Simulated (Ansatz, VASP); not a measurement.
Ag in VASP and in Ansatz

```xyz
2
Lattice="2.9300 0.0000 0.0000 -1.4650 2.5375 0.0000 0.0000 0.0000 4.7900" Properties=species:S:1:pos:R:3 pbc="T T T"
Ag    0.0000    1.6916    1.1975
Ag    1.4650    0.8458    3.5925
```

Alike in both runs: task relaxation of cell and atoms; functional PBEsol; k mesh 18 × 18 × 10; occupations fermi-dirac, width 0.1 eV; no spin polarisation.

|  | VASP | Ansatz |
| --- | --- | --- |
| version | VASP 6.6.1 | Ansatz 0.2.0 |
| potentials or method | VASP PAW PBE potentials, release 64 (Ag) | PAW with Ansatz's default frozen-core files, scalar-relativistic |
| plane-wave cutoff (eV) | 600 | 420 |
| valence electrons in the cell | 22 | 38 |

VASP gave:

* relaxed volume (Å³/atom): 16.67
* relaxed cell length with the largest relative difference (Å): 2.864

Question: Which values does Ansatz return?

Answer: Relaxed volume (Å³/atom): 16.70; relaxed cell length with the largest relative difference (Å): 2.866.

VASP's potentials were made for PBE, not for PBEsol. VASP's potentials hold 22 valence electrons a cell and Ansatz's 38, so a difference there can come from the potentials and not from the codes.
